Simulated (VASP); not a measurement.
A run of VASP 6.6.1:

Contents of INCAR:

```
PREC = Accurate
ENCUT = 500
EDIFF = 1E-6
ISMEAR = 0
SIGMA = 0.01
LREAL = F
LASPH = T
NELM = 120
ALGO = Normal
ISIF = 2
LWAVE = F
LCHARG = T
GGA = PE
LELF = T
LVHAR = T
NBANDS = 16
GGA_COMPAT = F
```

Contents of KPOINTS:

```
regular mesh
0
Gamma
  10 10 10
```

The input POSCAR:

```
InAs
1.0
    0.0000000000      3.0932599744      3.0932599744
    3.0932599744      0.0000000000      3.0932599744
    3.0932599744      3.0932599744      0.0000000000
In As
1 1
Direct
    0.0000000000      0.0000000000      0.0000000000
    0.2500000000      0.2500000000      0.2500000000
```

Potentials or basis: VASP PAW PBE potentials, release 64 (In_d, As).

Command:

```console
$ cat potpaw_PBE.64/In_d/POTCAR potpaw_PBE.64/As/POTCAR > POTCAR
$ mpirun -np 1 vasp_std > vasp.out
```

Hardware: 1 thread of AMD EPYC 7R13 (shared host).

Question: Estimate the wall time of this run.

Answer: Run time: 61 s on 1 thread of AMD EPYC 7R13, on a shared host, peak memory 0.17 GiB. Counts: scf iterations 12, k points 47.
